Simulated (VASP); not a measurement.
# Si in VASP: single point with PBE+D3(BJ)

Aim: the single point of Si with PBE+D3(BJ).

Program: VASP 6.6.1. These are calculated values, not measurements. Logs are shortened: lines on timing, memory, paths and dates and some standing lists are left out, and cuts for length are marked.

## Step 1: The cell of the first run

The cell holds a slab with vacuum, 3 atoms: a = 3.848 Å, b = 3.848 Å, c = 15.971 Å, α = 90.00°, β = 90.00°, γ = 120.00°.

## Step 2: Single point, PBE+D3(BJ), collinear spin

The input, INCAR:

```
SYSTEM = Si
PREC = Accurate ; ENCUT = 520
EDIFF = 1E-7 ; ISMEAR = 0
SIGMA = 0.1 ; LREAL = .FALSE.
LASPH = .TRUE. ; NELM = 150
ALGO = Normal ; ISIF = 2
LWAVE = .FALSE. ; LCHARG = .FALSE.
ISPIN = 2 ; MAGMOM = 0 0 2
LORBIT = 11 ; LDIPOL = .TRUE.
IDIPOL = 3 ; DIPOL = 0.5 0.5 0.319
GGA = PE ; IVDW = 12
NBANDS = 17
```

The input, KPOINTS:

```
Automatic mesh
0
G
  9 9 1
  0 0 0
```

The input, POSCAR:

```
Si
1.0
    3.8475254769      0.0000000000      0.0000000000
   -1.9237627385      3.3320548047      0.0000000000
    0.0000000000      0.0000000000     15.9707979058
Si
3
Direct
    0.3333333333      0.6666666667      0.2799357886
    0.6666666667      0.3333333333      0.2504571170
    0.3333333333      0.6666666667      0.4252475470
```

Potentials or basis: VASP PAW PBE potentials, release 64 (Si).

Started as:

```sh
cat potpaw_PBE.64/Si/POTCAR > POTCAR
mpirun -np 1 vasp_std > vasp.out
```

OUTCAR:

```text
SYSTEM = Si
   PREC = Accurate
   ENCUT = 520
   EDIFF = 1E-7
   ISMEAR = 0
   LREAL = .FALSE.
   LASPH = .TRUE.
   NELM = 150
   ISIF = 2
   ISPIN = 2
   LORBIT = 11
   GGA = PE
   IVDW = 12
 IVDW          = 12

 ion  position               nearest neighbor table
   1  0.333  0.667  0.280-   2 2.27   2 2.27   2 2.27   3 2.32
   2  0.667  0.333  0.250-   1 2.27   1 2.27   1 2.27
   3  0.333  0.667  0.425-   1 2.32

  LATTYP: Found a hexagonal cell.
 ALAT       =     3.8475254769
 C/A-ratio  =     4.1509271353

  Lattice vectors:

 A1 = (   3.8475254769,   0.0000000000,   0.0000000000)
 A2 = (  -1.9237627385,   3.3320548047,   0.0000000000)
 A3 = (   0.0000000000,   0.0000000000,  15.9707979058)

Analysis of symmetry for initial positions (statically):
=====================================================================
 Subroutine PRICEL returns:
 Original cell was already a primitive cell.

 Routine SETGRP: Setting up the symmetry group for a
 hexagonal supercell.

 Subroutine GETGRP returns: Found  6 space group operations
 (whereof  6 operations were pure point group operations)
 out of a pool of 24 trial point group operations.

The static configuration has the point symmetry C_3v.

Analysis of symmetry for dynamics (positions and initial velocities):
=====================================================================
 Subroutine PRICEL returns:
 Original cell was already a primitive cell.

 Routine SETGRP: Setting up the symmetry group for a
 hexagonal supercell.

 Subroutine GETGRP returns: Found  6 space group operations
 (whereof  6 operations were pure point group operations)
 out of a pool of 24 trial point group operations.

The dynamic configuration has the point symmetry C_3v.

Analysis of structural, dynamic, and magnetic symmetry:
=====================================================================
 Subroutine PRICEL returns:
 Original cell was already a primitive cell.

 Routine SETGRP: Setting up the symmetry group for a
 hexagonal supercell.

 Subroutine GETGRP returns: Found  6 space group operations
 (whereof  6 operations were pure point group operations)
 out of a pool of 24 trial point group operations.

The overall configuration has the point symmetry C_3v.

 Subroutine INISYM returns: Found  6 space group operations
 (whereof  6 operations are pure point group operations),
 and found     1 'primitive' translations

----------------------------------------------------------------------------------------

                                     Primitive cell

  volume of cell :     204.7483

  direct lattice vectors                    reciprocal lattice vectors
     3.847525477  0.000000000  0.000000000     0.259907311  0.150057556  0.000000000
    -1.923762739  3.332054805  0.000000000     0.000000000  0.300115112  0.000000000
     0.000000000  0.000000000 15.970797906     0.000000000  0.000000000  0.062614279

  length of vectors
     3.847525477  3.847525477 15.970797906     0.300115112  0.300115112  0.062614279

  position of ions in fractional coordinates (direct lattice)
     0.333333333  0.666666667  0.279935789
     0.666666667  0.333333333  0.250457117
     0.333333333  0.666666667  0.425247547

  ion indices of the primitive-cell ions
   primitive index   ion index
                 1           1
                 2           2
                 3           3

----------------------------------------------------------------------------------------

 KPOINTS: Automatic mesh

Automatic generation of k-mesh.
 Grid dimensions read from file:
 generate k-points for:    9    9    1

 Generating k-lattice:

[... 21 lines left out ...]
  0.333333  0.000000  0.000000      6.000000
  0.444444 -0.000000  0.000000      6.000000
  0.111111  0.111111  0.000000      6.000000
  0.222222  0.111111  0.000000     12.000000
  0.333333  0.111111  0.000000     12.000000
  0.444444  0.111111  0.000000      6.000000
  0.222222  0.222222  0.000000      6.000000
  0.333333  0.222222  0.000000     12.000000
  0.333333  0.333333  0.000000      2.000000
   k-points           NKPTS =     12   k-points in BZ     NKDIM =     12   number of bands    NBANDS=     17
   number of dos      NEDOS =    301   number of ions     NIONS =      3
   total plane-waves  NPLWV = 108000
   dimension x,y,z NGX =    30 NGY =   30 NGZ =  120
   dimension x,y,z NGXF=    60 NGYF=   60 NGZF=  240
   ions per type =               3
   NGX,Y,Z   is equivalent  to a cutoff of  12.96, 12.96, 12.49 a.u.
   NGXF,Y,Z  is equivalent  to a cutoff of  25.93, 25.93, 24.98 a.u.
 SYSTEM =  Si
   PREC   = accura    normal or accurate (medium, high low for compatibility)
   ISTART =      0    job   : 0-new  1-cont  2-samecut
   ICHARG =      2    charge: 1-file 2-atom 10-const
   ISPIN  =      2    spin polarized calculation?
   LNONCOLLINEAR =      F non collinear calculations
   LSORBIT =      F    spin-orbit coupling
   LASPH  =      T    aspherical Exc in radial PAW
   ENCUT  =  520.0 eV  38.22 Ry    6.18 a.u.   7.15  7.15 29.70*2*pi/ulx,y,z
   NELM   =    150;   NELMIN=  2; NELMDL= -5     # of ELM steps
   EDIFF  = 0.1E-06   stopping-criterion for ELM
   LREAL  =      F    real-space projection
   EDIFFG = 0.1E-05   stopping-criterion for IOM
   NSW    =      0    number of steps for IOM
   IBRION =     -1    ionic relax: 0-MD 1-quasi-New 2-CG
   NFREE  =      0    steps in history (QN), initial steepest desc. (CG)
   ISIF   =      2    stress and relaxation
   ISYM   =      2    0-nonsym 1-usesym 2-fastsym
   POTIM  = 0.5000    time-step for ionic-motion
   TEBEG  =    0.0;   TEEND  =   0.0 temperature during run
   PSTRESS=    0.0 pullay stress
   NELECT =      12.0000    total number of electrons
   NUPDOWN=      -1.0000    fix difference up-down
   EMIN   =  10.00;   EMAX   =-10.00  energy-range for DOS
   EFERMI =   0.00;   METHOD = LEGACY
   ISMEAR =     0;   SIGMA  =   0.10  broadening in eV -4-tet -1-fermi 0-gaus
   EFERMI_NEDOS =   21; number of points for ismear=-14 and -15
   IALGO  =     38    algorithm
   IMIX   =      4    mixing-type and parameters
     AMIX     =   0.40;   BMIX     =  1.00
     AMIX_MAG =   1.60;   BMIX_MAG =  1.00
  volume/ion in A,a.u.               =      68.25       460.57
  Fermi-wavevector in a.u.,A,eV,Ry     =   0.635909  1.201694  5.501932  0.404381
  Thomas-Fermi vector in A             =   1.700401
   LORBIT       =     11    0 simple, 1 ext, 2 COOP (PROOUT), +10 PAW based schemes
   GGA     = PE    functional components
   LHFCALC =     F    Hartree Fock is set to
   AEXX    =    0.0000 exact exchange contribution
   IVDW    =    12    specifies the selected vdW correction
   LEPSILON=     F    determine dielectric tensor
   LRPA    =     F    only Hartree local field effects (RPA)
 spin polarized calculation
 Gauss-broadening in eV      SIGMA  =   0.10
  energy-cutoff  :      520.00
  volume of cell :      204.75
 maximum number of plane-waves:      5534
 NGX is ok and might be reduce to    30
   NGX = 15   NGY = 15   NGZ = 59

 dipolmoment           0.000000      0.000000     -0.002465 electrons x Angstroem

 number of electron      12.0000001 magnetization      -0.0000104

 number of electron      12.0000001 magnetization       0.0000122

 dipolmoment           0.000000      0.000000      0.053652 electrons x Angstroem

 Free energy of the ion-electron system (eV)
  ---------------------------------------------------
  ext. energy  EPLUGINS =         0.00000000
  ---------------------------------------------------
  free energy    TOTEN  =       -13.32720898 eV

  energy without entropy =      -13.32358787  energy(sigma->0) =      -13.32539843

 E-fermi :  -1.2173     XC(G=0):  -3.8280

 val. band max:       -1.3158482913   @ k =   0.2222  -0.0000   0.0000
 cond. band min:      -1.0207946567   @ k =   0.1111   0.1111   0.0000
 fundamental gap:      0.2950536346
 Fermi energy:        -1.2173206037

 spin component 1

 k-point     1 :       0.0000    0.0000    0.0000
  band No.  band energies     occupation
      1     -13.0662      1.00000
      2      -8.9057      1.00000
      3      -4.6644      1.00000
      4      -2.9509      1.00000
      5      -2.9509      1.00000
      6      -0.9912      0.00069
[... 216 lines left out ...]
      3      -6.8928      1.00000
      4      -6.2572      1.00000
      5      -2.8340      1.00000
      6      -2.4821      1.00000
[... 9 lines left out ...]
     16       6.4624      0.00000
     17       6.8853      0.00000
 Fermi energy:        -1.2173206037

 spin component 2

 k-point     1 :       0.0000    0.0000    0.0000
  band No.  band energies     occupation
      1     -13.0662      1.00000
      2      -8.9057      1.00000
      3      -4.6644      1.00000
      4      -2.9509      1.00000
      5      -2.9509      1.00000
      6      -0.9912      0.00069
[... 217 lines left out ...]
      4      -6.2571      1.00000
      5      -2.8340      1.00000
      6      -2.4821      1.00000
[... 9 lines left out ...]
     16       6.4601      0.00000
     17       6.8791      0.00000

------------------------ aborting loop because EDIFF is reached ----------------------------------------

 vacuum level on the upper side and lower side of the slab       (xc-potential included)         0.375        -0.356

 Edisp (eV)   -0.71834

 E8    (eV) :    -0.3162

  FORCE on cell =-STRESS in cart. coord.  units (eV):
  Direction    XX          YY          ZZ          XY          YZ          ZX
  --------------------------------------------------------------------------------------
  -------------------------------------------------------------------------------------
  Total      -0.88463    -0.88463     0.04341     0.00000    -0.00000    -0.00000
  in kB      -6.92234    -6.92234     0.33971     0.00000    -0.00000    -0.00000
  external pressure =       -4.50 kB  Pullay stress =        0.00 kB

 VOLUME and BASIS-vectors are now :
 -----------------------------------------------------------------------------
  energy-cutoff  :      520.00
  volume of cell :      204.75
      direct lattice vectors                 reciprocal lattice vectors
     3.847525477  0.000000000  0.000000000     0.259907311  0.150057556  0.000000000
    -1.923762739  3.332054805  0.000000000     0.000000000  0.300115112  0.000000000
     0.000000000  0.000000000 15.970797906     0.000000000  0.000000000  0.062614279

 POSITION                                       TOTAL-FORCE (eV/Angst)
 -----------------------------------------------------------------------------------
     -0.00000      2.22137      4.47080         0.000000     -0.000000      0.168536
      1.92376      1.11068      4.00000        -0.000000     -0.000000     -0.161335
     -0.00000      2.22137      6.79154        -0.000000      0.000000     -0.007201
 -----------------------------------------------------------------------------------
    total drift:                                0.000000     -0.000000     -0.000014

  FREE ENERGIE OF THE ION-ELECTRON SYSTEM (eV)
  ---------------------------------------------------
  free  energy   TOTEN  =       -14.0455513017 eV

  energy  without entropy=      -14.0419301942  energy(sigma->0) =      -14.04374075

 vacuum level on the upper side and lower side of the slab         3.558         2.764

 total charge

# of ion       s       p       d       tot
------------------------------------------
    1        0.751   0.981   0.000   1.731
    2        0.793   0.890   0.000   1.683
    3        0.927   0.593   0.000   1.520
--------------------------------------------------
tot          2.472   2.463   0.000   4.935

 magnetization (x)

# of ion       s       p       d       tot
------------------------------------------
    1        0.000  -0.000   0.000  -0.000
    2       -0.000   0.000   0.000   0.000
    3        0.000  -0.000   0.000  -0.000
--------------------------------------------------
tot         -0.000   0.000   0.000   0.000
```

Run time: 1.7 min. Hardware: 1 thread of Intel Xeon 6975P-C (Granite Rapids), shared host; peak memory 0.41 GiB.

What came out:

- Free energy: -14.0456 eV
- Largest force: 0.169 eV/Å
- Band gap on the k mesh: zero (filled and empty bands overlap)
- Net moment: 0.00 μB per cell
- Valence electrons inside the program's atomic spheres: Si 1.73, 1.68, 1.52
- Dispersion energy per atom: -0.239 eV

Forces in eV/Å, atoms in the order of the input:
```
Si   0.000  0.000  0.169
Si   0.000  0.000 -0.161
Si   0.000  0.000 -0.007
```
